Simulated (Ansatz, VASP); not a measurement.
# Sc3Al: VASP beside Ansatz

```
Sc Al
1.0
     6.23672    0.00000    0.00000
    -3.11836    5.40116    0.00000
     0.00000    0.00000    4.97800
Sc Al
6 2
Cartesian
  4.6288 0.9284 3.7335
  1.6080 0.9284 3.7335
  3.1184 3.5445 3.7335
  -1.5104 4.4728 1.2445
  1.5104 4.4728 1.2445
  0.0000 1.8567 1.2445
  3.1184 1.8004 1.2445
  0.0000 3.6008 3.7335
```

Alike in both runs: functional PBEsol; k mesh 6 × 6 × 8; occupations gaussian, width 0.1 eV; no spin polarisation.

Ansatz relaxed the structure, and its values are those at the end. VASP's run is a single point on that final structure, the one shown.

```csv
,VASP,Ansatz
version,VASP 6.6.1,Ansatz 0.2.0
potentials or method,"VASP PAW PBE potentials, release 64 (Sc_sv, Al), cutoff 520 eV","scalar-relativistic, plane waves, PAW"
valence electrons in the cell,72,72
```

Ansatz gave:

| Property | Result |
| --- | --- |
| gap on the k mesh at the Fermi level (eV) | none |
| pressure (GPa) | 0.0 |

Problem. Which values does VASP return?

Solution. gap on the k mesh at the Fermi level (eV): none; pressure (GPa): 0.1.

VASP's potentials were made for PBE, not for PBEsol. A gap of «none» marks a metal or a gap that the smearing closes.
